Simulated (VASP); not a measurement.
A run of VASP 6.6.1:

INCAR

```
SYSTEM = Si2C
ALGO = Normal
EDIFF = 1E-6
EDIFFG = -0.04
ENCUT = 600
GGA = PE
IBRION = 2
ISIF = 3
ISMEAR = 0
LASPH = .TRUE.
LCHARG = .FALSE.
LREAL = .FALSE.
LWAVE = .FALSE.
NELM = 60
NSW = 90
PREC = Accurate
SIGMA = 0.1
```

KPOINTS

```
k-points
0
G
  6 6 4
  0 0 0
```

Contents of POSCAR:

```
Si2C
1.0
    1.3570166900     -7.0512655800      0.0000000000
    1.3570166900      7.0512655800      0.0000000000
    0.0000000000      0.0000000000      4.5153730400
Si C
4 2
Direct
    0.1111111100      0.8888888900      0.2500000000
    0.7777777800      0.2222222200      0.2500000000
    0.2222222200      0.7777777800      0.7500000000
    0.8888888900      0.1111111100      0.7500000000
    0.4444444400      0.5555555600      0.2500000000
    0.5555555600      0.4444444400      0.7500000000
```

Potentials or basis: VASP PAW PBE potentials, release 64 (Si, C).

Run with:

```console
$ cat potpaw_PBE.64/Si/POTCAR potpaw_PBE.64/C/POTCAR > POTCAR
$ mpirun -np 1 vasp_std > vasp.out
```

Hardware: 1 thread of Intel(R) Xeon(R) Platinum 8375C CPU @ 2.90GHz (Ice Lake), on a shared host.

Estimate the wall time of this run.

Wall time 56 min on 1 thread of Intel(R) Xeon(R) Platinum 8375C CPU @ 2.90GHz (Ice Lake), with other jobs on the host, peak memory 0.39 GiB. Counts: scf iterations 392, k points 39, ion steps 53.
